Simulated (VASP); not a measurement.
# Na3Ga in VASP: further runs, part 2 of 2

VASP 6.6.1. Earlier steps stand in the parts before.

## Step 3: Relaxation of the atoms, PBEsol+D3(BJ)

This run uses another cell than the first one.

INCAR reads:

```
PREC     = Accurate       # precision mode
ENCUT    = 450            # plane-wave cutoff, eV
EDIFF    = 1E-7           # SCF threshold, eV
ISMEAR   = 1              # smearing method
SIGMA    = 0.15           # smearing width, eV
LREAL    = False          # projectors in reciprocal space
LASPH    = True           # aspherical terms in the spheres
NELM     = 120            # most SCF steps
ALGO     = Normal         # electronic algorithm
ISIF     = 2              # what is computed and relaxed
LWAVE    = False          # write WAVECAR
LCHARG   = False          # write CHGCAR
LDIPOL   = True         
IDIPOL   = 3            
DIPOL    = 0.5 0.5 0.500
GGA      = PS             # functional
IVDW     = 12             # dispersion correction
IBRION   = 2              # ionic algorithm
NSW      = 50             # ionic steps
EDIFFG   = -0.03          # ionic threshold
GGA_COMPAT= False        
NELMIN   = 4            
NELMDL   = -8
```

KPOINTS reads:

```
regular mesh
0
Gamma
  3 3 1
```

POSCAR reads:

```
Na3Ga
1.0
    5.4102451027      0.0000000000      0.0000000000
    0.0000000000      5.4102451027      0.0000000000
    0.0000000000      0.0000000000     19.7384315000
Na Ga
6 2
Direct
    1.0000000000      0.5000000000      0.4515460360
    0.5000000000      0.0000000000      0.4515460360
    0.5000000000      0.5000000000      0.3546381079
    0.5000000000      0.0000000000      0.6453618921
    0.0000000000      0.5000000000      0.6453618921
    0.0000000000      0.0000000000      0.5484539640
    0.0000000000      0.0000000000      0.3546381079
    0.5000000000      0.5000000000      0.5484539640
```

Potentials or basis: VASP PAW PBE potentials, release 64 (Na_pv, Ga_d).

Started as:

```bash
cat potpaw_PBE.64/Na_pv/POTCAR potpaw_PBE.64/Ga_d/POTCAR > POTCAR
mpirun -np 1 vasp_std > vasp.out
```

OUTCAR:

```text
PREC = Accurate
   ENCUT = 450
   EDIFF = 1E-7
   ISMEAR = 1
   LREAL = False
   LASPH = True
   NELM = 120
   ISIF = 2
   GGA = PS
   IVDW = 12
   IBRION = 2
   NSW = 50
   EDIFFG = -0.03
   NELMIN = 4
   NELMDL = -8
 IVDW          = 12

 ion  position               nearest neighbor table
   1  0.000  0.500  0.452-
   2  0.500  0.000  0.452-
   3  0.500  0.500  0.355-
   4  0.500  0.000  0.645-
   5  0.000  0.500  0.645-
   6  0.000  0.000  0.548-
   7  0.000  0.000  0.355-
   8  0.500  0.500  0.548-

  LATTYP: Found a simple tetragonal cell.
 ALAT       =     5.4102451027
 C/A-ratio  =     3.6483433052

  Lattice vectors:

 A1 = (   5.4102451027,   0.0000000000,   0.0000000000)
 A2 = (   0.0000000000,   5.4102451027,   0.0000000000)
 A3 = (   0.0000000000,   0.0000000000,  19.7384315000)

Analysis of symmetry for initial positions (statically):
[... 451 lines left out ...]
  FORCE on cell =-STRESS in cart. coord.  units (eV):
  Direction    XX          YY          ZZ          XY          YZ          ZX
  --------------------------------------------------------------------------------------
  -------------------------------------------------------------------------------------
  Total      -3.92747    -3.92747    -0.13189     0.00000     0.00000     0.00000
  in kB     -10.89123   -10.89123    -0.36575     0.00000     0.00000     0.00000
  external pressure =       -7.38 kB  Pullay stress =        0.00 kB
[... 75 lines left out ...]
--------------------------------------- Ionic step        9  -------------------------------------------

 number of electron      67.9999967 magnetization

 dipolmoment           0.000000      0.000000     -0.067298 electrons x Angstroem

 Free energy of the ion-electron system (eV)
  ---------------------------------------------------
  ext. energy  EPLUGINS =         0.00000000
  ---------------------------------------------------
  free energy    TOTEN  =       -13.39177721 eV

  energy without entropy =      -13.40829526  energy(sigma->0) =      -13.39728322

 E-fermi :  -0.9810     XC(G=0):  -3.8457

 val. band max:       -1.1777318510   @ k =   0.0000   0.0000   0.0000
 cond. band min:      -0.8675235808   @ k =   0.3333   0.0000   0.0000
 fundamental gap:      0.3102082702
 Fermi energy:        -0.9809523611

 k-point     1 :       0.0000    0.0000    0.0000
  band No.  band energies     occupation
      1     -26.2527      2.00000
      2     -26.2108      2.00000
      3     -26.2108      2.00000
      4     -26.0947      2.00000
      5     -26.0947      2.00000
      6     -26.0903      2.00000
[... 118 lines left out ...]
     39       0.8282     -0.00000
     40       0.9264     -0.00000

------------------------ aborting loop because EDIFF is reached ----------------------------------------

 vacuum level on the upper side and lower side of the slab       (xc-potential included)        -0.450        -0.016

 Edisp (eV)   -1.01547

 E8    (eV) :    -0.7333

  FORCE on cell =-STRESS in cart. coord.  units (eV):
  Direction    XX          YY          ZZ          XY          YZ          ZX
  --------------------------------------------------------------------------------------
  -------------------------------------------------------------------------------------
  Total      -3.99931    -3.99931    -0.16016     0.00000     0.00000     0.00000
  in kB     -11.09045   -11.09045    -0.44415     0.00000     0.00000     0.00000
  external pressure =       -7.54 kB  Pullay stress =        0.00 kB
[... 23 lines left out ...]
  FREE ENERGIE OF THE ION-ELECTRON SYSTEM (eV)
  ---------------------------------------------------
  free  energy   TOTEN  =       -14.4072470494 eV

  energy  without entropy=      -14.4237650986  energy(sigma->0) =      -14.41275307

 reached required accuracy - stopping structural energy minimisation

 vacuum level on the upper side and lower side of the slab         1.246         1.693
```

Run time: 11 min. Hardware: 1 thread of Intel Xeon Platinum 8259CL at 2.50GHz (Skylake/Cascade Lake), shared host; peak memory 0.55 GiB.

Results:

| Property | Result |
| --- | --- |
| Free energy | -14.4072 eV |
| Energy gained by relaxing | 20.1 meV/atom |
| Ionic steps | 9 |
| Largest force after relaxing | 0.016 eV/Å |
| Band gap on the k mesh | zero (bands 34 and 35 overlap by 0.52 eV) |
| Dispersion energy per atom | -0.127 eV |

Forces in eV/Å, atoms in the order of the input:
```
Na   0.000  0.000 -0.004
Na   0.000  0.000 -0.004
Na   0.000  0.000 -0.015
Na   0.000  0.000 -0.001
Na   0.000  0.000 -0.001
Na   0.000  0.000  0.016
Ga   0.000  0.000 -0.001
Ga   0.000  0.000  0.011
```

Step by step:
```tsv
step	energy change (eV)	largest force (eV/Å)	pressure (GPa)
1	0.0000	0.4921	-0.76
2	-0.0183	0.4808	-0.78
3	-0.0680	0.4044	-0.79
4	-0.1361	0.1983	-0.77
5	-0.1274	0.3046	-0.67
6	-0.1576	0.0716	-0.74
7	-0.1577	0.0652	-0.74
8	-0.1594	0.0492	-0.74
9	-0.1610	0.0155	-0.75
```

Final structure:
```
Na Ga
1.0
     5.41025    0.00000    0.00000
     0.00000    5.41025    0.00000
     0.00000    0.00000   19.73843
Na Ga
6 2
Direct
  0.00000 0.50000 0.45023
  0.50000 0.00000 0.45023
  0.50000 0.50000 0.34102
  0.50000 0.00000 0.64521
  0.00000 0.50000 0.64521
  0.00000 0.00000 0.54213
  0.00000 0.00000 0.37332
  0.50000 0.50000 0.55266
```

Levels at points of the mesh, in eV from the Fermi level:
```tsv
k point	band 31	band 32	band 33	band 34	band 35	band 36	band 37	band 38
(0.00, 0.00, 0.00)	-1.74	-0.86	-0.20	-0.20	0.14	0.69	0.69	0.89
```

Caveat: the k points lie up to 0.39 Å⁻¹ apart, too coarse for converged energies and pressures of a metal; the PAW data sets were made with another functional, which shifts forces and pressure a little.
